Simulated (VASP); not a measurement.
# BN (P4_2/mnm) in VASP: a series of runs

Runs on BN. Level: PBEsol. Tasks: single point.

Everything below comes from runs of VASP 6.6.1. Logs are shortened: lines on timing, memory, paths and dates and some standing lists are left out, and cuts for length are marked.

## 1. The cell of the first run

Symmetry: P4_2/mnm, No. 136, tetragonal system. Conventional cell: a = 4.497 Å, b = 4.497 Å, c = 2.462 Å, α = 90.00°, β = 90.00°, γ = 90.00°. Within 2.0 Å of B (site symmetry m2m) lie 4 N at 1.51 to 1.63 Å. N (site symmetry m2m) has 4 B at 1.51 to 1.63 Å within 2.0 Å.

## 2. Single point, PBEsol

INCAR

```
SYSTEM = BN
PREC = Accurate
ENCUT = 520
EDIFF = 1E-7
ISMEAR = 0
SIGMA = 0.05
LREAL = .False.
LASPH = .True.
NELM = 100
ALGO = Normal
ISIF = 2
LWAVE = .False.
LCHARG = .False.
GGA = PS
NBANDS = 26
```

KPOINTS

```
Automatic mesh
0
Gamma
  6 6 10
  0 0 0
```

POSCAR

```
BN
1.0
    4.4972000000      0.0000000000      0.0000000000
    0.0000000000      4.4972000000      0.0000000000
    0.0000000000      0.0000000000      2.4619000000
B N
4 4
Direct
    0.1741337327      0.8258662673      0.5000000000
    0.3258662673      0.3258662673      0.0000000000
    0.6741337327      0.6741337327      0.0000000000
    0.8258662673      0.1741337327      0.5000000000
    0.8123909516      0.8123909516      0.5000000000
    0.3123909516      0.6876090484      0.0000000000
    0.6876090484      0.3123909516      0.0000000000
    0.1876090484      0.1876090484      0.5000000000
```

Potentials or basis: VASP PAW PBE potentials, release 64 (B, N).

Run with:

```sh
$ cat potpaw_PBE.64/B/POTCAR potpaw_PBE.64/N/POTCAR > POTCAR
$ mpirun -np 1 vasp_std > vasp.out
```

OUTCAR:

```text
SYSTEM = BN
   PREC = Accurate
   ENCUT = 520
   EDIFF = 1E-7
   ISMEAR = 0
   LREAL = .False.
   LASPH = .True.
   NELM = 100
   ISIF = 2
   GGA = PS

 ion  position               nearest neighbor table
   1  0.174  0.826  0.500-   6 1.51   6 1.51   8 1.63   5 1.63
   2  0.326  0.326  0.000-   8 1.51   8 1.51   6 1.63   7 1.63
   3  0.674  0.674  0.000-   5 1.51   5 1.51   7 1.63   6 1.63
   4  0.826  0.174  0.500-   7 1.51   7 1.51   8 1.63   5 1.63
   5  0.812  0.812  0.500-   3 1.51   3 1.51   4 1.63   1 1.63
   6  0.312  0.688  0.000-   1 1.51   1 1.51   3 1.63   2 1.63
   7  0.688  0.312  0.000-   4 1.51   4 1.51   2 1.63   3 1.63
   8  0.188  0.188  0.500-   2 1.51   2 1.51   4 1.63   1 1.63

  LATTYP: Found a simple tetragonal cell.
 ALAT       =     4.4972000000
 C/A-ratio  =     0.5474295117

  Lattice vectors:

 A1 = (   4.4972000000,   0.0000000000,   0.0000000000)
 A2 = (   0.0000000000,   4.4972000000,   0.0000000000)
 A3 = (   0.0000000000,   0.0000000000,   2.4619000000)

Analysis of symmetry for initial positions (statically):
=====================================================================
 Subroutine PRICEL returns:
 Original cell was already a primitive cell.

 Routine SETGRP: Setting up the symmetry group for a
 simple tetragonal supercell.

 Subroutine GETGRP returns: Found 16 space group operations
 (whereof  8 operations were pure point group operations)
 out of a pool of 16 trial point group operations.

The static configuration has the point symmetry D_2h.
 The point group associated with its full space group is D_4h.

Analysis of symmetry for dynamics (positions and initial velocities):
=====================================================================
 Subroutine PRICEL returns:
 Original cell was already a primitive cell.

 Routine SETGRP: Setting up the symmetry group for a
 simple tetragonal supercell.

 Subroutine GETGRP returns: Found 16 space group operations
 (whereof  8 operations were pure point group operations)
 out of a pool of 16 trial point group operations.

The dynamic configuration has the point symmetry D_2h.
 The point group associated with its full space group is D_4h.

 Subroutine INISYM returns: Found 16 space group operations
 (whereof  8 operations are pure point group operations),
 and found     1 'primitive' translations

----------------------------------------------------------------------------------------

                                     Primitive cell

  volume of cell :      49.7915

  direct lattice vectors                    reciprocal lattice vectors
     4.497200000  0.000000000  0.000000000     0.222360580  0.000000000  0.000000000
     0.000000000  4.497200000  0.000000000     0.000000000  0.222360580  0.000000000
     0.000000000  0.000000000  2.461900000     0.000000000  0.000000000  0.406190341

  length of vectors
     4.497200000  4.497200000  2.461900000     0.222360580  0.222360580  0.406190341

  position of ions in fractional coordinates (direct lattice)
     0.174133733  0.825866267  0.500000000
     0.325866267  0.325866267  0.000000000
     0.674133733  0.674133733  0.000000000
     0.825866267  0.174133733  0.500000000
     0.812390952  0.812390952  0.500000000
     0.312390952  0.687609048  0.000000000
     0.687609048  0.312390952  0.000000000
     0.187609048  0.187609048  0.500000000

  ion indices of the primitive-cell ions
   primitive index   ion index
                 1           1
                 2           2
                 3           3
                 4           4
                 5           5
                 6           6
                 7           7
                 8           8

----------------------------------------------------------------------------------------

 KPOINTS: Automatic mesh

Automatic generation of k-mesh.
 Grid dimensions read from file:
 generate k-points for:    6    6   10

 Generating k-lattice:

  Cartesian coordinates                     Fractional coordinates (reciprocal lattice)
     0.037060097  0.000000000  0.000000000     0.166666667  0.000000000  0.000000000
     0.000000000  0.037060097  0.000000000     0.000000000  0.166666667  0.000000000
     0.000000000  0.000000000  0.040619034     0.000000000  0.000000000  0.100000000

  Length of vectors
     0.037060097  0.037060097  0.040619034

  Shift w.r.t. Gamma in fractional coordinates (k-lattice)
     0.000000000  0.000000000  0.000000000

 Subroutine IBZKPT returns following result:
 ===========================================

 Found     60 irreducible k-points:

 Following reciprocal coordinates:
            Coordinates               Weight
  0.000000  0.000000  0.000000      1.000000
  0.166667  0.000000  0.000000      4.000000
  0.333333  0.000000  0.000000      4.000000
  0.500000  0.000000  0.000000      2.000000
  0.166667  0.166667  0.000000      4.000000
  0.333333  0.166667  0.000000      8.000000
[... 16 lines left out ...]
  0.333333  0.000000  0.200000      8.000000
  0.500000  0.000000  0.200000      4.000000
 [... further k-points ...]
   k-points           NKPTS =     60   k-points in BZ     NKDIM =     60   number of bands    NBANDS=     26
   number of dos      NEDOS =    301   number of ions     NIONS =      8
   total plane-waves  NPLWV =  23328
   dimension x,y,z NGX =    36 NGY =   36 NGZ =   18
   dimension x,y,z NGXF=    72 NGYF=   72 NGZF=   36
   ions per type =               4   4
   NGX,Y,Z   is equivalent  to a cutoff of  13.31, 13.31, 12.15 a.u.
   NGXF,Y,Z  is equivalent  to a cutoff of  26.62, 26.62, 24.31 a.u.
 SYSTEM =  BN
   PREC   = accura    normal or accurate (medium, high low for compatibility)
   ISTART =      0    job   : 0-new  1-cont  2-samecut
   ICHARG =      2    charge: 1-file 2-atom 10-const
   ISPIN  =      1    spin polarized calculation?
   LNONCOLLINEAR =      F non collinear calculations
   LSORBIT =      F    spin-orbit coupling
   LASPH  =      T    aspherical Exc in radial PAW
   ENCUT  =  520.0 eV  38.22 Ry    6.18 a.u.   8.36  8.36  4.58*2*pi/ulx,y,z
   NELM   =    100;   NELMIN=  2; NELMDL= -5     # of ELM steps
   EDIFF  = 0.1E-06   stopping-criterion for ELM
   LREAL  =      F    real-space projection
   EDIFFG = 0.1E-05   stopping-criterion for IOM
   NSW    =      0    number of steps for IOM
   IBRION =     -1    ionic relax: 0-MD 1-quasi-New 2-CG
   NFREE  =      0    steps in history (QN), initial steepest desc. (CG)
   ISIF   =      2    stress and relaxation
   ISYM   =      2    0-nonsym 1-usesym 2-fastsym
   POTIM  = 0.5000    time-step for ionic-motion
   TEBEG  =    0.0;   TEEND  =   0.0 temperature during run
   PSTRESS=    0.0 pullay stress
   NELECT =      32.0000    total number of electrons
   NUPDOWN=      -1.0000    fix difference up-down
   EMIN   =  10.00;   EMAX   =-10.00  energy-range for DOS
   EFERMI =   0.00;   METHOD = LEGACY
   ISMEAR =     0;   SIGMA  =   0.05  broadening in eV -4-tet -1-fermi 0-gaus
   EFERMI_NEDOS =   21; number of points for ismear=-14 and -15
   IALGO  =     38    algorithm
   IMIX   =      4    mixing-type and parameters
     AMIX     =   0.40;   BMIX     =  1.00
     AMIX_MAG =   1.60;   BMIX_MAG =  1.00
  volume/ion in A,a.u.               =       6.22        42.00
  Fermi-wavevector in a.u.,A,eV,Ry     =   1.412776  2.669759 27.156347  1.995935
  Thomas-Fermi vector in A             =   2.534490
   LORBIT       =      0    0 simple, 1 ext, 2 COOP (PROOUT), +10 PAW based schemes
   GGA     = PS    functional components
   LHFCALC =     F    Hartree Fock is set to
   AEXX    =    0.0000 exact exchange contribution
   IVDW    =     0    specifies the selected vdW correction
   LEPSILON=     F    determine dielectric tensor
   LRPA    =     F    only Hartree local field effects (RPA)
 non-spin polarized calculation
 Gauss-broadening in eV      SIGMA  =   0.05
  energy-cutoff  :      520.00
  volume of cell :       49.79
 maximum number of plane-waves:      1372
 NGX is ok and might be reduce to    36
   NGX = 17   NGY = 17   NGZ =  9

 number of electron      31.9999997 magnetization

 Free energy of the ion-electron system (eV)
  ---------------------------------------------------
  ext. energy  EPLUGINS =         0.00000000
  ---------------------------------------------------
  free energy    TOTEN  =       -72.23521957 eV

  energy without entropy =      -72.23521957  energy(sigma->0) =      -72.23521957

 E-fermi :   6.9873     XC(G=0): -12.6525

 val. band max:        6.7173279767   @ k =   0.0000   0.0000   0.0000
 cond. band min:      11.2916526554   @ k =   0.0000   0.0000   0.3000
 fundamental gap:      4.5743246787
 Fermi energy:         6.9873418972

 k-point     1 :       0.0000    0.0000    0.0000
  band No.  band energies     occupation
      1     -13.2584      2.00000
      2      -9.5046      2.00000
      3      -9.5046      2.00000
      4      -8.9884      2.00000
      5      -3.5212      2.00000
      6      -2.4694      2.00000
[... 18 lines left out ...]
     25      18.0792      0.00000
     26      20.0794      0.00000

 k-point     2 :       0.1667    0.0000    0.0000
  band No.  band energies     occupation
      1     -13.1197      2.00000
      2     -10.2104      2.00000
      3      -9.4124      2.00000
      4      -8.6198      2.00000
      5      -3.6139      2.00000
      6      -2.0683      2.00000
[... 18 lines left out ...]
     25      18.1939      0.00000
     26      19.6954      0.00000

 k-point     3 :       0.3333    0.0000    0.0000
  band No.  band energies     occupation
      1     -12.7092      2.00000
      2     -11.1806      2.00000
      3      -9.1563      2.00000
      4      -8.5489      2.00000
      5      -3.5857      2.00000
      6      -2.3240      2.00000
[... 572 lines left out ...]
 k-point    23 :       0.3333    0.0000    0.2000
  band No.  band energies     occupation
      1     -12.0435      2.00000
      2     -10.5691      2.00000
      3      -8.6526      2.00000
      4      -8.1406      2.00000
      5      -3.0379      2.00000
      6      -1.8221      2.00000
[... 18 lines left out ...]
     25      19.2421      0.00000
     26      19.9816      0.00000

 k-point    24 :       0.5000    0.0000    0.2000
  band No.  band energies     occupation
      1     -11.4026      2.00000
      2     -11.4026      2.00000
      3      -8.3557      2.00000
      4      -8.3557      2.00000
      5      -2.5869      2.00000
      6      -2.5869      2.00000
[... 18 lines left out ...]
     25      19.2083      0.00000
     26      19.2083      0.00000

 [... further k-points ...]

------------------------ aborting loop because EDIFF is reached ----------------------------------------

  FORCE on cell =-STRESS in cart. coord.  units (eV):
  Direction    XX          YY          ZZ          XY          YZ          ZX
  --------------------------------------------------------------------------------------
  -------------------------------------------------------------------------------------
  Total       -5.2352018     -5.2352018      8.8079030     -0.0000000      0.0000000      0.0000000
  in kB     -168.4570520   -168.4570520    283.4185630     -0.0000000      0.0000000      0.0000000
  external PRESSURE =     -17.8318470 kB  Pullay stress =       0.0000000 kB

 VOLUME and BASIS-vectors are now :
 -----------------------------------------------------------------------------
  energy-cutoff  :      520.00
  volume of cell :       49.79
      direct lattice vectors                 reciprocal lattice vectors
     4.497200000  0.000000000  0.000000000     0.222360580  0.000000000  0.000000000
     0.000000000  4.497200000  0.000000000     0.000000000  0.222360580  0.000000000
     0.000000000  0.000000000  2.461900000     0.000000000  0.000000000  0.406190341

 POSITION                                       TOTAL-FORCE (eV/Angst)
 -----------------------------------------------------------------------------------
      0.78311      3.71409      1.23095        -0.092357      0.092357     -0.000000
      1.46549      1.46549      0.00000         0.092357      0.092357     -0.000000
      3.03171      3.03171      0.00000        -0.092357     -0.092357      0.000000
      3.71409      0.78311      1.23095         0.092357     -0.092357      0.000000
      3.65348      3.65348      1.23095         0.345211      0.345211      0.000000
      1.40488      3.09232      0.00000         0.345211     -0.345211      0.000000
      3.09232      1.40488      0.00000        -0.345211      0.345211      0.000000
      0.84372      0.84372      1.23095        -0.345211     -0.345211      0.000000
 -----------------------------------------------------------------------------------
    total drift:                                0.000000      0.000000      0.000000

  FREE ENERGIE OF THE ION-ELECTRON SYSTEM (eV)
  ---------------------------------------------------
  free  energy   TOTEN  =       -72.2352195719 eV

  energy  without entropy=      -72.2352195719  energy(sigma->0) =      -72.23521957
```

Wall time 42 s (1 thread of AMD EPYC 9R45 (Zen 5), shared host); peak memory 0.16 GiB.

Results:

```
Free energy            : -72.2352 eV
Pressure               : -1.8 GPa
Largest force          : 0.488 eV/Å
Band gap on the k mesh : 4.57 eV (least direct gap 5.83 eV)
```

Forces on the atoms (eV/Å):
```
B   -0.092  0.092  0.000
B    0.092  0.092  0.000
B   -0.092 -0.092  0.000
B    0.092 -0.092  0.000
N    0.345  0.345  0.000
N    0.345 -0.345  0.000
N   -0.345  0.345  0.000
N   -0.345 -0.345  0.000
```

Stress tensor (GPa, compression positive):
```
-16.85   0.00   0.00
  0.00 -16.85   0.00
  0.00   0.00  28.34
```

Caveat: the stress differs along the axes, from -17 to 28 GPa; the PAW data sets were made with another functional, which shifts forces and pressure a little. A k mesh can miss the band edges.

## 3. Single point, PBEsol

This run uses another cell than the first one, of 6.29 Å³/atom.

INCAR

```
PREC = Accurate ; ENCUT = 520
EDIFF = 1E-6 ; ISMEAR = 0
SIGMA = 0.05 ; LREAL = F
LASPH = T ; NELM = 80
ALGO = Normal ; ISIF = 2
LWAVE = F ; LCHARG = F
GGA = PS ; NBANDS = 26
```

KPOINTS

```
Automatic mesh
0
Gamma
  6 6 10
```

POSCAR: that of step 2 with these lines changed.

```diff
@@ -2,5 +2,5 @@
 1.0
-    4.4972000000      0.0000000000      0.0000000000
-    0.0000000000      4.4972000000      0.0000000000
-    0.0000000000      0.0000000000      2.4619000000
+    4.2663000000      0.0000000000      0.0000000000
+    0.0000000000      4.2663000000      0.0000000000
+    0.0000000000      0.0000000000      2.7665000000
 B N
```

Potentials or basis: VASP PAW PBE potentials, release 64 (B, N).

Run with:

```sh
$ cat potpaw_PBE.64/B/POTCAR potpaw_PBE.64/N/POTCAR > POTCAR
$ mpirun -np 1 vasp_std > vasp.out
```

It took 36 s on 1 thread of AMD EPYC 9R45 (Zen 5), shared host; peak memory 0.16 GiB.

It converged, with:

| Property | Result |
| --- | --- |
| Free energy | -71.3426 eV |
| Pressure | -6.9 GPa |
| Largest force | 1.215 eV/Å |
| Band gap on the k mesh | 4.02 eV |

Forces on the atoms (eV/Å):
```
B    0.272 -0.272  0.000
B   -0.272 -0.272  0.000
B    0.272  0.272  0.000
B   -0.272  0.272  0.000
N   -0.859 -0.859  0.000
N   -0.859  0.859  0.000
N    0.859 -0.859  0.000
N    0.859  0.859  0.000
```

Stress tensor (GPa, compression positive):
```
 22.09   0.00   0.00
  0.00  22.09   0.00
  0.00   0.00 -64.95
```

Levels at points of the mesh, in eV from the valence-band top:
```tsv
k point	band 14	band 15	band 16	band 17	band 18	band 19
(0.00, 0.00, 0.00)	-0.81	0.00	0.00	4.02	5.66	7.48
(0.50, 0.00, 0.00)	-2.03	-1.55	-1.55	5.40	5.40	7.52
(0.50, 0.50, 0.00)	-3.39	-1.97	-1.97	5.94	5.94	6.52
(0.00, 0.00, 0.50)	-4.04	-3.60	-3.60	6.13	6.13	10.68
(0.50, 0.00, 0.50)	-3.97	-1.72	-1.72	6.91	6.91	8.84
(0.50, 0.50, 0.50)	-3.23	-2.34	-2.34	6.26	6.26	7.37
```

Caveat: the stress differs along the axes, from -65 to 22 GPa; the PAW data sets were made with another functional, which shifts forces and pressure a little. A k mesh can miss the band edges.

## 4. Single point, PBEsol

This run uses another cell than the first one, of 6.31 Å³/atom.

INCAR

```
PREC     = Accurate       # precision mode
ENCUT    = 520            # plane-wave cutoff, eV
EDIFF    = 1E-6           # SCF threshold, eV
ISMEAR   = 0              # smearing method
SIGMA    = 0.05           # smearing width, eV
LREAL    = False          # projectors in reciprocal space
LASPH    = True           # aspherical terms in the spheres
NELM     = 60             # most SCF steps
ALGO     = Normal         # electronic algorithm
ISIF     = 2              # what is computed and relaxed
LWAVE    = False          # write WAVECAR
LCHARG   = True           # write CHGCAR
GGA      = PS             # functional
LELF     = True           # ELF
LVHAR    = True         
NBANDS   = 26             # bands
```

KPOINTS is that of step 3.

POSCAR: that of step 3 with these lines changed.

```diff
@@ -2,5 +2,5 @@
 1.0
-    4.2663000000      0.0000000000      0.0000000000
-    0.0000000000      4.2663000000      0.0000000000
-    0.0000000000      0.0000000000      2.7665000000
+    4.3323000000      0.0000000000      0.0000000000
+    0.0000000000      4.3323000000      0.0000000000
+    0.0000000000      0.0000000000      2.6903000000
 B N
```

Run with:

```sh
$ cat potpaw_PBE.64/B/POTCAR potpaw_PBE.64/N/POTCAR > POTCAR
$ mpirun -np 1 vasp_std > vasp.out
```

Run time: 35 s. Hardware: 1 thread of AMD EPYC 9R45 (Zen 5), shared host; peak memory 0.16 GiB.

Results (log left out):

```yaml
Free_energy: -71.9913 eV
Pressure: -9.4 GPa
Largest_force: 0.670 eV/Å
Band_gap_on_the_k_mesh: 4.52 eV (least direct gap 4.99 eV)
```

Forces in eV/Å, atoms in the order of the input:
```
B    0.147 -0.147  0.000
B   -0.147 -0.147  0.000
B    0.147  0.147  0.000
B   -0.147  0.147  0.000
N   -0.474 -0.474  0.000
N   -0.474  0.474  0.000
N    0.474 -0.474  0.000
N    0.474  0.474  0.000
```

Stress tensor (GPa, compression positive):
```
  9.61   0.00   0.00
  0.00   9.61   0.00
  0.00   0.00 -47.41
```

Levels at points of the mesh, in eV from the valence-band top:
| k point | band 12 | band 13 | band 14 | band 15 | band 16 | band 17 | band 18 | band 19 | band 20 | band 21 |
| --- | --- | --- | --- | --- | --- | --- | --- | --- | --- | --- |
| (0.00, 0.00, 0.00) | -2.86 | -0.75 | -0.73 | 0.00 | 0.00 | 4.99 | 6.23 | 8.25 | 8.27 | 8.27 |
| (0.50, 0.00, 0.00) | -3.17 | -1.87 | -1.87 | -1.43 | -1.43 | 6.22 | 6.22 | 7.90 | 7.90 | 8.93 |
| (0.50, 0.50, 0.00) | -3.86 | -3.10 | -3.10 | -2.23 | -2.23 | 6.69 | 6.69 | 7.11 | 7.11 | 7.74 |
| (0.00, 0.00, 0.50) | -5.46 | -4.11 | -4.11 | -3.54 | -3.54 | 6.20 | 6.20 | 10.41 | 10.41 | 11.68 |
| (0.50, 0.00, 0.50) | -4.78 | -3.85 | -3.85 | -1.93 | -1.93 | 6.77 | 6.77 | 8.76 | 8.76 | 9.45 |
| (0.50, 0.50, 0.50) | -3.36 | -3.27 | -3.27 | -2.42 | -2.42 | 6.13 | 6.13 | 7.13 | 7.13 | 8.46 |

Caveat: the stress differs along the axes, from -47 to 10 GPa; the PAW data sets were made with another functional, which shifts forces and pressure a little.

## 5. The runs side by side

```tsv
cell	gap on the mesh (eV)	pressure (GPa)	largest force (eV/Å)
a = 4.497, b = 4.497, c = 2.462 Å, 8 atoms	4.57	-1.8	0.49
a = 4.266, b = 4.266, c = 2.767 Å, 8 atoms	4.02	-6.9	1.21
a = 4.332, b = 4.332, c = 2.690 Å, 8 atoms	4.52	-9.4	0.67
```

Alike in all rows: task single point; level PBEsol; potentials or basis VASP PAW PBE potentials, release 64 (B, N); no spin polarisation; k mesh 6 × 6 × 10; cutoff (eV) 520; smearing gaussian 0.05 eV.

Caveats: the PAW data sets were made with another functional, which shifts forces and pressure a little; the stress differs along the axes, from -17 to 28 GPa (at least some runs); the stress differs along the axes, from -65 to 22 GPa (at least some runs); the stress differs along the axes, from -47 to 10 GPa (at least some runs).

Absolute energies hang on the potentials; compare differences alone.
